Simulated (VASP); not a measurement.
Crystal: ScAl3.

```
Sc Al
1.0
     4.03256    0.00000    0.00000
     0.00000    4.03256    0.00000
     0.00000    0.00000    4.03256
Sc Al
1 3
Direct
  0.00000 0.00000 0.00000
  0.50000 0.50000 0.00000
  0.00000 0.50000 0.50000
  0.50000 0.00000 0.50000
```

This cell differs from its parent crystal: volume scaled by 0.96.

Base run:

| Item | Value |
| --- | --- |
| Program | VASP 6.6.1 |
| Functional | PBEsol |
| Potentials or basis | VASP PAW PBE potentials, release 64 (Sc_sv, Al) |
| Cutoff | 520 eV |
| k mesh | 7 × 7 × 7 |
| Occupations | fermi-dirac, width 0.05 eV |
| Spin | no spin polarisation |

Its results: band gap on the k mesh zero (band 10 reaches 8.58 eV, above the bottom of band 11 at 4.86 eV); pressure 2.9 GPa.

**Question.** The run is repeated on the same cell with these changes: functional from PBEsol to PBE; further incar settings from ALGO = Normal; EDIFF = 1e-06; NBANDS = 18 to ALGO = Fast; EDIFF = 1e-06; NBANDS = 18. What comes out?

**Answer.** Band gap on the k mesh zero (band 10 reaches 8.66 eV, above the bottom of band 11 at 4.93 eV); pressure 5.3 GPa.

Caveats: the PAW data sets were made with another functional, which shifts forces and pressure a little (some runs).
